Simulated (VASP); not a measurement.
Wanted: the native input for a VASP 6.6.1 run.

```
Task                   : single point
Functional             : PBE
Potentials or basis    : VASP PAW PBE potentials, release 64 (Ti_sv, O)
Cutoff                 : 520 eV
k mesh                 : 6 × 6 × 8
Occupations            : gaussian, width 0.05 eV
Spin                   : no spin polarisation
Dipole correction      : no
Further INCAR settings : ALGO = Normal; EDIFF = 1e-07; NBANDS = 33
```

The structure of TiO2 lies in POSCAR:

```
TiO2
1.0
    4.4878074674      0.0234423812      0.0780306846
    0.0234423812      4.9569018716     -0.0875281074
    0.0498129739     -0.0558759077      3.0686738474
Ti O
2 4
Direct
    0.0005876300     -0.0007768495     -0.0174863095
    0.4985892106      0.4997834781      0.5014129253
    0.2928115495      0.3550692547      0.0300437201
    0.1876474541      0.7803511888      0.5022679875
    0.6838366858      0.6890318609     -0.0399132569
    0.8365274700      0.1765410671      0.5236749335
```

This cell differs from its parent crystal: atoms moved at random and the cell strained at random.

These files were run (other wordings do the same):

INCAR

```
PREC = Accurate ; ENCUT = 520
EDIFF = 1E-7 ; ISMEAR = 0
SIGMA = 0.05 ; LREAL = False
LASPH = True ; NELM = 100
ALGO = Normal ; ISIF = 2
LWAVE = False ; LCHARG = True
GGA = PE ; LELF = True
LVHAR = True ; NBANDS = 33
```

KPOINTS

```
Automatic mesh
0
Gamma
  6 6 8
```

Potentials or basis: VASP PAW PBE potentials, release 64 (Ti_sv, O).

The run is started by

```console
$ cat potpaw_PBE.64/Ti_sv/POTCAR potpaw_PBE.64/O/POTCAR > POTCAR
$ mpirun -np 1 vasp_std > vasp.out
```

It gave:

| Item | Value |
| --- | --- |
| Pressure | -5.8 GPa |
| Largest force | 2.732 eV/Å |
| Band gap on the k mesh | 1.74 eV, indirect (least direct gap 2.06 eV) |

Caveat: the cell differs from its parent crystal (atoms moved at random and the cell strained at random); forces of over 1 eV/Å act on the atoms, so gaps and moduli don't describe the material at rest.

Wall time 2.5 min on 1 thread of Intel(R) Xeon(R) Platinum 8559C (Emerald Rapids), with other jobs on the host, peak memory 0.36 GiB.
